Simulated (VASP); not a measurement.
Set up this calculation in VASP 6.6.1, as the native input.

- Task: single point
- Functional: PBE
- Potentials or basis: VASP PAW PBE potentials, release 64 (Al, In_d, As)
- Cutoff: 520 eV
- k mesh: 6 × 6 × 4
- Occupations: gaussian, width 0.02 eV
- Spin: no spin polarisation
- Dipole correction: no
- Further INCAR settings: ALGO = Normal; EDIFF = 1e-06; NBANDS = 26

The structure of Al2InAs3 lies in POSCAR:

```
Al2InAs3
1.0
    4.1969489092      0.0000000000      0.0000000000
   -2.0984744546      3.6346643738      0.0000000000
    0.0000000000      0.0000000000     10.2889700598
Al In As
2 1 3
Direct
    0.0000000000      0.0000000000      0.0064527333
    0.6666666667      0.3333333333      0.3270651970
    0.3333333333      0.6666666667      0.6654764238
    0.0000000000      0.0000000000      0.7645914739
    0.3333333333      0.6666666667      0.4032351640
    0.6666666667      0.3333333333      0.0831790079
```

This cell differs from its parent crystal: volume scaled by 1.03, then relaxed in part.

One way to write it, as run:

INCAR

```
PREC = Accurate
ENCUT = 520
EDIFF = 1E-6
ISMEAR = 0
SIGMA = 0.02
LREAL = F
LASPH = T
NELM = 80
ALGO = Normal
ISIF = 2
LWAVE = F
LCHARG = F
GGA = PE
NBANDS = 26
```

KPOINTS

```
Automatic mesh
0
Gamma
  6 6 4
```

Potentials or basis: VASP PAW PBE potentials, release 64 (Al, In_d, As).

Command:

```console
$ cat potpaw_PBE.64/Al/POTCAR potpaw_PBE.64/In_d/POTCAR potpaw_PBE.64/As/POTCAR > POTCAR
$ mpirun -np 1 vasp_std > vasp.out
```

It gave:

| Property | Result |
| --- | --- |
| Pressure | -1.6 GPa |
| Largest force | 0.004 eV/Å |
| Band gap on the k mesh | 0.48 eV, direct |

Caveat: spin-orbit coupling is left out, which moves the levels of the heavy elements.

Run time: 94 s on 1 thread of Intel(R) Xeon(R) Platinum 8259CL CPU @ 2.50GHz (Skylake/Cascade Lake) (shared host), peak memory 0.32 GiB.
